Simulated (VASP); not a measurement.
Wanted: the native input for a VASP 6.6.1 run.

| Property | Result |
| --- | --- |
| Task | single point |
| Functional | LDA |
| Potentials or basis | VASP PAW LDA potentials, release 64 (C) |
| Cutoff | 520 eV |
| k mesh | 12 × 12 × 12 |
| Occupations | gaussian, width 0.05 eV |
| Spin | no spin polarisation |
| Dipole correction | no |
| Further INCAR settings | ALGO = Normal; EDIFF = 1e-06; NBANDS = 11 |

The structure of C lies in POSCAR:

```
C
1.0
    1.2280263465      0.7090013417      3.3470108394
   -1.2280263465      0.7090013417      3.3470108394
    0.0000000000     -1.4180026834      3.3470108394
C
2
Direct
    0.0576398881      0.2303821382      0.2936101901
    0.8360000000      0.8360000000      0.8360000000
```

This cell differs from its parent crystal: atom 1 (C) moved by (-0.300, +0.300) A along [1 1 0] and z.

One way to write it, as run:

INCAR

```
PREC = Accurate ; ENCUT = 520
EDIFF = 1E-6 ; ISMEAR = 0
SIGMA = 0.05 ; LREAL = False
LASPH = True ; NELM = 100
ALGO = Normal ; ISIF = 2
LWAVE = False ; LCHARG = False
NBANDS = 11
```

KPOINTS

```
regular mesh
0
Gamma
  12 12 12
```

Potentials or basis: VASP PAW LDA potentials, release 64 (C).

Command:

```console
$ cat potpaw_LDA.64/C/POTCAR > POTCAR
$ mpirun -np 1 vasp_std > vasp.out
```

Results of the run:

```
Pressure               : 19.9 GPa
Largest force          : 9.797 eV/Å
Band gap on the k mesh : zero (bands 4 and 5 overlap by 3.51 eV)
```

Caveat: the cell differs from its parent crystal (atom 1 (C) moved by (-0.300, +0.300) A along [1 1 0] and z); the stress differs along the axes, from -6 to 57 GPa; forces of over 1 eV/Å act on the atoms, so gaps and moduli don't describe the material at rest.

It took 87 s on 1 thread of Intel(R) Xeon(R) 6975P-C (Granite Rapids) (shared host), peak memory 0.23 GiB.
